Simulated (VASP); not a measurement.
HfB, 2 atoms in the cell. The structure is cubic, space group Fm-3m (No. 225). Conventional cell: a = 4.620 Å, b = 4.620 Å, c = 4.620 Å, α = 90.00°, β = 90.00°, γ = 90.00°. Hf (site symmetry m-3m) has 6 B at 2.31 Å within 3.1 Å. B (site symmetry m-3m) has 6 Hf at 2.31 Å within 3.1 Å. 

```yaml
Program: VASP 6.6.1
Task: single point
Functional: PBE
Potentials_or_basis: VASP PAW PBE potentials, release 64 (Hf_pv, B)
Cutoff: 520 eV
k_mesh: 15 × 15 × 15
Occupations: fermi-dirac, width 0.05 eV
Spin: no spin polarisation
Dipole_correction: no
Further_INCAR_settings: ALGO = Normal; EDIFF = 1e-06; NBANDS = 14
```

Potentials or basis: VASP PAW PBE potentials, release 64 (Hf_pv, B).

Command:

```bash
$ cat potpaw_PBE.64/Hf_pv/POTCAR potpaw_PBE.64/B/POTCAR > POTCAR
$ mpirun -np 1 vasp_std > vasp.out
```

Hardware: 1 thread of AMD EPYC 9R45 96-Core Processor (Zen 5), with other jobs on the host.

Problem. Estimate the wall time of this run.

Solution. Wall time 18 s on 1 thread of AMD EPYC 9R45 96-Core Processor (Zen 5) (shared host), peak memory 0.14 GiB. Counts: scf iterations 12, k points 120.
